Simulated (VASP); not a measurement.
Write the native input for VASP 6.6.1 that does the following.

```yaml
Task: electric field gradients
Functional: PBE
Potentials_or_basis: VASP PAW PBE potentials, release 64 (Te)
Cutoff: 520 eV
k_mesh: 9 × 9 × 6
Occupations: fermi-dirac, width 0.08 eV
Spin: no spin polarisation
Dipole_correction: no
Further_INCAR_settings: ALGO = Normal; EDIFF = 1e-08; NBANDS = 16
```

The structure of Te lies in POSCAR:

```
Te
1.0
    4.4579994587      0.0000000000      0.0000000000
   -2.2289997294      3.8607407813      0.0000000000
    0.0000000000      0.0000000000      5.9842500000
Te
3
Direct
    0.7450000000      0.0000000000      0.3333333333
    0.0000000000      0.7450000000      0.6666666667
    0.2550000000      0.2550000000      0.0000000000
```

This cell differs from its parent crystal: zz strain of +1 %.

These files were run (other wordings do the same):

INCAR

```
PREC     = Accurate       # precision mode
ENCUT    = 520            # plane-wave cutoff, eV
EDIFF    = 1E-8           # SCF threshold, eV
ISMEAR   = -1             # smearing method
SIGMA    = 0.08           # smearing width, eV
LREAL    = F              # projectors in reciprocal space
LASPH    = T              # aspherical terms in the spheres
NELM     = 100            # most SCF steps
ALGO     = Normal         # electronic algorithm
ISIF     = 2              # what is computed and relaxed
LWAVE    = F              # write WAVECAR
LCHARG   = F              # write CHGCAR
GGA      = PE             # functional
LEFG     = T            
NBANDS   = 16             # bands
```

KPOINTS

```
regular mesh
0
Gamma
  9 9 6
```

Potentials or basis: VASP PAW PBE potentials, release 64 (Te).

Command:

```console
$ cat potpaw_PBE.64/Te/POTCAR > POTCAR
$ mpirun -np 1 vasp_std > vasp.out
```

Results of the run:

* Pressure: 2.4 GPa
* Largest force: 0.543 eV/Å

Caveat: the cell differs from its parent crystal (zz strain of +1 %); without QUAD_EFG the Cq values of the log hold for a quadrupole moment of 1 mb, not for the nuclei.

Wall time 40 s on 1 thread of Intel(R) Xeon(R) Platinum 8559C (Emerald Rapids), with other jobs on the host, peak memory 0.27 GiB.
